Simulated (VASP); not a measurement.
# CdF2 (Imm2) in VASP: single point with LDA

Aim: the single point of CdF2 with LDA.

Everything below comes from runs of VASP 6.6.1. Logs are shortened: lines on timing, memory, paths and dates and some standing lists are left out, and cuts for length are marked.

### 1 The cell of the first run

The structure is orthorhombic, space group Imm2 (No. 44). Conventional cell: a = 3.746 Å, b = 5.298 Å, c = 3.746 Å, α = 90.00°, β = 90.00°, γ = 90.00°. Within 2.2 Å of Cd (site symmetry mm2) lie 2 F at 1.67 Å. F (site symmetry m) has 1 Cd at 1.67 Å within 2.2 Å.

### 2 Single point, LDA (atom 1 (Cd) moved by (-0.600, -0.600) A along y and z)

INCAR

```
  PREC = Accurate
  ENCUT = 520
  EDIFF = 1E-7
  ISMEAR = 0
  SIGMA = 0.05
  LREAL = F
  LASPH = T
  NELM = 100
  ALGO = Normal
  ISIF = 2
  LWAVE = F
  LCHARG = F
  GGA = CA
  NBANDS = 20
```

KPOINTS

```
regular mesh
0
Gamma
  8 8 8
```

POSCAR

```
CdF2
1.0
    0.0000000000      2.6488277134      2.6488277134
    2.6488277134      0.0000000000      2.6488277134
    2.6488277134      2.6488277134      0.0000000000
Cd F
1 2
Direct
   -0.2265152984      0.0000000000      0.0000000000
    0.2500000000      0.2500000000      0.2500000000
    0.7500000000      0.7500000000      0.7500000000
```

Potentials or basis: VASP PAW LDA potentials, release 64 (Cd, F).

On the command line:

```bash
> cat potpaw_LDA.64/Cd/POTCAR potpaw_LDA.64/F/POTCAR > POTCAR
> mpirun -np 1 vasp_std > vasp.out
```

OUTCAR:

```text
PREC = Accurate
   ENCUT = 520
   EDIFF = 1E-7
   ISMEAR = 0
   LREAL = F
   LASPH = T
   NELM = 100
   ISIF = 2
   GGA = CA

 ion  position               nearest neighbor table
   1  0.773  0.000  0.000-   3 1.67   2 1.67   3 2.45   2 2.45   2 2.45   3 2.45
   2  0.250  0.250  0.250-   1 1.67   1 2.45   1 2.45
   3  0.750  0.750  0.750-   1 1.67   1 2.45   1 2.45

  LATTYP: Found a face centered cubic cell.
 ALAT       =     5.2976554268

  Lattice vectors:

 A1 = (   0.0000000000,   2.6488277134,   2.6488277134)
 A2 = (   2.6488277134,   0.0000000000,   2.6488277134)
 A3 = (   2.6488277134,   2.6488277134,   0.0000000000)

Analysis of symmetry for initial positions (statically):
=====================================================================
 Subroutine PRICEL returns:
 Original cell was already a primitive cell.

 Routine SETGRP: Setting up the symmetry group for a
 face centered cubic supercell.

 Subroutine GETGRP returns: Found  4 space group operations
 (whereof  4 operations were pure point group operations)
 out of a pool of 48 trial point group operations.

The static configuration has the point symmetry C_2v.

Analysis of symmetry for dynamics (positions and initial velocities):
=====================================================================
 Subroutine PRICEL returns:
 Original cell was already a primitive cell.

 Routine SETGRP: Setting up the symmetry group for a
 face centered cubic supercell.

 Subroutine GETGRP returns: Found  4 space group operations
 (whereof  4 operations were pure point group operations)
 out of a pool of 48 trial point group operations.

The dynamic configuration has the point symmetry C_2v.

 Subroutine INISYM returns: Found  4 space group operations
 (whereof  4 operations are pure point group operations),
 and found     1 'primitive' translations

----------------------------------------------------------------------------------------

                                     Primitive cell

  volume of cell :      37.1699

  direct lattice vectors                    reciprocal lattice vectors
     0.000000000  2.648827713  2.648827713    -0.188762749  0.188762749  0.188762749
     2.648827713  0.000000000  2.648827713     0.188762749 -0.188762749  0.188762749
     2.648827713  2.648827713  0.000000000     0.188762749  0.188762749 -0.188762749

  length of vectors
     3.746008077  3.746008077  3.746008077     0.326946671  0.326946671  0.326946671

  position of ions in fractional coordinates (direct lattice)
     0.773484702  0.000000000  0.000000000
     0.250000000  0.250000000  0.250000000
     0.750000000  0.750000000  0.750000000

  ion indices of the primitive-cell ions
   primitive index   ion index
                 1           1
                 2           2
                 3           3

----------------------------------------------------------------------------------------

 KPOINTS: regular mesh

Automatic generation of k-mesh.
 Grid dimensions read from file:
 generate k-points for:    8    8    8

 Generating k-lattice:

  Cartesian coordinates                     Fractional coordinates (reciprocal lattice)
    -0.023595344  0.023595344  0.023595344     0.125000000  0.000000000  0.000000000
     0.023595344 -0.023595344  0.023595344     0.000000000  0.125000000  0.000000000
     0.023595344  0.023595344 -0.023595344     0.000000000  0.000000000  0.125000000

  Length of vectors
     0.040868334  0.040868334  0.040868334

  Shift w.r.t. Gamma in fractional coordinates (k-lattice)
     0.000000000  0.000000000  0.000000000

 Subroutine IBZKPT returns following result:
 ===========================================

 Found     95 irreducible k-points:

 Following reciprocal coordinates:
            Coordinates               Weight
  0.000000  0.000000  0.000000      1.000000
  0.125000  0.000000  0.000000      4.000000
  0.000000  0.125000  0.000000      4.000000
  0.250000  0.000000  0.000000      4.000000
  0.000000  0.250000  0.000000      4.000000
  0.375000  0.000000  0.000000      4.000000
[... 16 lines left out ...]
  0.375000 -0.125000 -0.125000      4.000000
 -0.375000  0.125000  0.000000      8.000000
 [... further k-points ...]
   k-points           NKPTS =     95   k-points in BZ     NKDIM =     95   number of bands    NBANDS=     20
   number of dos      NEDOS =    301   number of ions     NIONS =      3
   total plane-waves  NPLWV =  21952
   dimension x,y,z NGX =    28 NGY =   28 NGZ =   28
   dimension x,y,z NGXF=    56 NGYF=   56 NGZF=   56
   ions per type =               1   2
   NGX,Y,Z   is equivalent  to a cutoff of  12.43, 12.43, 12.43 a.u.
   NGXF,Y,Z  is equivalent  to a cutoff of  24.85, 24.85, 24.85 a.u.
 SYSTEM =  unknown system
   PREC   = accura    normal or accurate (medium, high low for compatibility)
   ISTART =      0    job   : 0-new  1-cont  2-samecut
   ICHARG =      2    charge: 1-file 2-atom 10-const
   ISPIN  =      1    spin polarized calculation?
   LNONCOLLINEAR =      F non collinear calculations
   LSORBIT =      F    spin-orbit coupling
   LASPH  =      T    aspherical Exc in radial PAW
   ENCUT  =  520.0 eV  38.22 Ry    6.18 a.u.   6.97  6.97  6.97*2*pi/ulx,y,z
   NELM   =    100;   NELMIN=  2; NELMDL= -5     # of ELM steps
   EDIFF  = 0.1E-06   stopping-criterion for ELM
   LREAL  =      F    real-space projection
   EDIFFG = 0.1E-05   stopping-criterion for IOM
   NSW    =      0    number of steps for IOM
   IBRION =     -1    ionic relax: 0-MD 1-quasi-New 2-CG
   NFREE  =      0    steps in history (QN), initial steepest desc. (CG)
   ISIF   =      2    stress and relaxation
   ISYM   =      2    0-nonsym 1-usesym 2-fastsym
   POTIM  = 0.5000    time-step for ionic-motion
   TEBEG  =    0.0;   TEEND  =   0.0 temperature during run
   PSTRESS=    0.0 pullay stress
   NELECT =      26.0000    total number of electrons
   NUPDOWN=      -1.0000    fix difference up-down
   EMIN   =  10.00;   EMAX   =-10.00  energy-range for DOS
   EFERMI =   0.00;   METHOD = LEGACY
   ISMEAR =     0;   SIGMA  =   0.05  broadening in eV -4-tet -1-fermi 0-gaus
   EFERMI_NEDOS =   21; number of points for ismear=-14 and -15
   IALGO  =     38    algorithm
   IMIX   =      4    mixing-type and parameters
     AMIX     =   0.40;   BMIX     =  1.00
     AMIX_MAG =   1.60;   BMIX_MAG =  1.00
  volume/ion in A,a.u.               =      12.39        83.61
  Fermi-wavevector in a.u.,A,eV,Ry     =   1.453234  2.746214 28.733998  2.111889
  Thomas-Fermi vector in A             =   2.570524
   LORBIT       =      0    0 simple, 1 ext, 2 COOP (PROOUT), +10 PAW based schemes
   GGA     = CA    functional components
   LHFCALC =     F    Hartree Fock is set to
   AEXX    =    0.0000 exact exchange contribution
   IVDW    =     0    specifies the selected vdW correction
   LEPSILON=     F    determine dielectric tensor
   LRPA    =     F    only Hartree local field effects (RPA)
 non-spin polarized calculation
 Gauss-broadening in eV      SIGMA  =   0.05
  energy-cutoff  :      520.00
  volume of cell :       37.17
 maximum number of plane-waves:      1012
   NGX = 13   NGY = 13   NGZ = 13

 number of electron      26.0000025 magnetization

 Free energy of the ion-electron system (eV)
  ---------------------------------------------------
  ext. energy  EPLUGINS =         0.00000000
  ---------------------------------------------------
  free energy    TOTEN  =        -7.39528822 eV

  energy without entropy =       -7.39528822  energy(sigma->0) =       -7.39528822

 E-fermi :   0.9683     XC(G=0): -11.2445

 val. band max:        0.6626173961   @ k =   0.0000  -0.3750   0.3750
 cond. band min:       2.1878358108   @ k =   0.0000   0.0000   0.0000
 fundamental gap:      1.5252184147
 Fermi energy:         0.9683399783

 k-point     1 :       0.0000    0.0000    0.0000
  band No.  band energies     occupation
      1     -22.8838      2.00000
      2     -21.9723      2.00000
      3      -7.7656      2.00000
      4      -7.6301      2.00000
      5      -7.4177      2.00000
      6      -6.8039      2.00000
[... 12 lines left out ...]
     19      16.7920      0.00000
     20      18.3976      0.00000

 k-point     2 :       0.1250    0.0000    0.0000
  band No.  band energies     occupation
      1     -22.8337      2.00000
      2     -21.9975      2.00000
      3      -7.9116      2.00000
      4      -7.5405      2.00000
      5      -7.2953      2.00000
      6      -6.7681      2.00000
[... 12 lines left out ...]
     19      16.7781      0.00000
     20      18.1734      0.00000

 k-point     3 :       0.0000    0.1250    0.0000
  band No.  band energies     occupation
      1     -22.8354      2.00000
      2     -21.9946      2.00000
      3      -7.9753      2.00000
      4      -7.6620      2.00000
      5      -7.0784      2.00000
      6      -6.8126      2.00000
[... 12 lines left out ...]
     19      16.9235      0.00000
     20      18.1704      0.00000

 k-point     4 :       0.2500    0.0000    0.0000
  band No.  band energies     occupation
      1     -22.7013      2.00000
      2     -22.0673      2.00000
      3      -8.0774      2.00000
      4      -7.3543      2.00000
      5      -7.2538      2.00000
      6      -6.6222      2.00000
[... 12 lines left out ...]
     19      17.1388      0.00000
     20      18.7977      0.00000

 k-point     5 :       0.0000    0.2500    0.0000
  band No.  band energies     occupation
      1     -22.7040      2.00000
      2     -22.0615      2.00000
      3      -8.1937      2.00000
      4      -7.5676      2.00000
      5      -7.0410      2.00000
      6      -6.5312      2.00000
[... 12 lines left out ...]
     19      17.0691      0.00000
     20      18.0244      0.00000
[... 353 lines left out ...]
      6      -6.4674      2.00000
[... 12 lines left out ...]
     19      17.6470      0.00000
     20      19.0098      0.00000

 k-point    22 :       0.1250    0.0000    0.5000
  band No.  band energies     occupation
      1     -22.3813      2.00000
      2     -22.2864      2.00000
      3      -8.2334      2.00000
      4      -7.5879      2.00000
      5      -7.0019      2.00000
      6      -6.4892      2.00000
[... 12 lines left out ...]
     19      17.5707      0.00000
     20      19.6086      0.00000

 k-point    23 :       0.3750   -0.1250   -0.1250
  band No.  band energies     occupation
      1     -22.4326      2.00000
      2     -22.2198      2.00000
      3      -8.1558      2.00000
      4      -7.4677      2.00000
      5      -7.0933      2.00000
      6      -6.5024      2.00000
[... 12 lines left out ...]
     19      17.3118      0.00000
     20      19.6484      0.00000

 k-point    24 :      -0.3750    0.1250    0.0000
  band No.  band energies     occupation
      1     -22.4701      2.00000
      2     -22.2023      2.00000
      3      -8.1778      2.00000
      4      -7.5427      2.00000
      5      -7.0593      2.00000
      6      -6.4678      2.00000
[... 12 lines left out ...]
     19      16.3056      0.00000
     20      19.5537      0.00000

 [... further k-points ...]

------------------------ aborting loop because EDIFF is reached ----------------------------------------

  FORCE on cell =-STRESS in cart. coord.  units (eV):
  Direction    XX          YY          ZZ          XY          YZ          ZX
  --------------------------------------------------------------------------------------
  -------------------------------------------------------------------------------------
  Total       33.7600726      9.5279617      9.5279617      0.0000000      9.6247373      0.0000000
  in kB     1455.2004639    410.6950351    410.6950351      0.0000000    414.8664693      0.0000000
  external PRESSURE =     758.8635113 kB  Pullay stress =       0.0000000 kB

 VOLUME and BASIS-vectors are now :
 -----------------------------------------------------------------------------
  energy-cutoff  :      520.00
  volume of cell :       37.17
      direct lattice vectors                 reciprocal lattice vectors
     0.000000000  2.648827713  2.648827713    -0.188762749  0.188762749  0.188762749
     2.648827713  0.000000000  2.648827713     0.188762749 -0.188762749  0.188762749
     2.648827713  2.648827713  0.000000000     0.188762749  0.188762749 -0.188762749

 POSITION                                       TOTAL-FORCE (eV/Angst)
 -----------------------------------------------------------------------------------
      0.00000      2.04883      2.04883         0.000000     13.243585     13.243585
      1.32441      1.32441      1.32441        12.618598     -6.621792     -6.621792
      3.97324      3.97324      3.97324       -12.618598     -6.621792     -6.621792
 -----------------------------------------------------------------------------------
    total drift:                                0.000001      0.000402      0.000403

  FREE ENERGIE OF THE ION-ELECTRON SYSTEM (eV)
  ---------------------------------------------------
  free  energy   TOTEN  =        -7.3952882190 eV

  energy  without entropy=       -7.3952882190  energy(sigma->0) =       -7.39528822
```

Run time: 41 s. Hardware: 1 thread of Intel Xeon Platinum 8375C at 2.90GHz (Ice Lake), shared host; peak memory 0.18 GiB.

What came out:

* Free energy: -7.3953 eV
* Pressure: 75.9 GPa
* Largest force: 18.729 eV/Å
* Band gap on the k mesh: 1.53 eV (least direct gap 2.70 eV)

Forces in eV/Å, atoms in the order of the input:
```
Cd    0.000  13.244  13.244
F    12.619  -6.622  -6.622
F   -12.619  -6.622  -6.622
```

Levels at points of the mesh, in eV from the valence-band top:
```
           k point  band 10  band 11  band 12  band 13  band 14  band 15  band 16  band 17
(0.00, 0.00, 0.00)    -1.98    -1.96    -1.59    -1.18     1.53    10.50    12.66    13.03
(0.50, 0.00, 0.00)    -3.69    -2.84    -1.98    -1.11     5.59     7.57    12.56    14.34
(0.00, 0.50, 0.00)    -3.32    -2.57    -1.89    -1.27     5.31     6.72    14.21    15.19
(0.50, 0.50, 0.00)    -3.71    -2.38    -1.84    -0.32     6.12     7.55     9.16    13.91
(0.00, 0.50, 0.50)    -2.98    -2.88    -2.37    -0.04     5.90     9.04     9.14    12.53
```

Caveat: the cell differs from its parent crystal (atom 1 (Cd) moved by (-0.600, -0.600) A along y and z); the cell stands under pressure; forces of over 1 eV/Å act on the atoms, so gaps and moduli don't describe the material at rest. A k mesh can miss the band edges.
